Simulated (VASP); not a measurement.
Here is a VASP 6.6.1 calculation.

Contents of INCAR:

```
ALGO     = Normal         # electronic algorithm
EDIFF    = 1E-6           # SCF threshold, eV
ENCUT    = 520            # plane-wave cutoff, eV
GGA      = PE             # functional
ISIF     = 2              # what is computed and relaxed
ISMEAR   = 0              # smearing method
LASPH    = True           # aspherical terms in the spheres
LCHARG   = True           # write CHGCAR
LELF     = True           # ELF
LREAL    = False          # projectors in reciprocal space
LVHAR    = True         
LWAVE    = False          # write WAVECAR
NBANDS   = 26             # bands
NELM     = 100            # most SCF steps
PREC     = Accurate       # precision mode
SIGMA    = 0.02           # smearing width, eV
```

KPOINTS

```
k-points
0
Gamma
  8 8 6
```

POSCAR

```
ZnS
1.0
    2.7025671467      2.7025671467      0.0000000000
   -2.7025671467      2.7025671467      0.0000000000
    0.0000000000      0.0000000000      5.5511549192
Zn S
2 2
Direct
    0.0000000000      0.0000000000      0.0000000000
    0.5000000000      0.5000000000      0.5000000000
    0.5000000000      0.0000000000      0.7500000000
    0.0000000000      0.5000000000      0.2500000000
```

Potentials or basis: VASP PAW PBE potentials, release 64 (Zn, S).

Launch:

```bash
$ cat potpaw_PBE.64/Zn/POTCAR potpaw_PBE.64/S/POTCAR > POTCAR
$ mpirun -np 1 vasp_std > vasp.out
```

Problem. Estimate the pressure.

Solution. -0.2 GPa.

Problem. Predict the band gap on the k mesh.

Solution. 1.96 eV.

Stress tensor (GPa, compression positive):
```
 0.13  0.00  0.00
 0.00  0.13  0.00
 0.00  0.00 -1.01
```

Caveat: the cell differs from its parent crystal (uniaxial strain along c: +2.0 %, then relaxed in part).
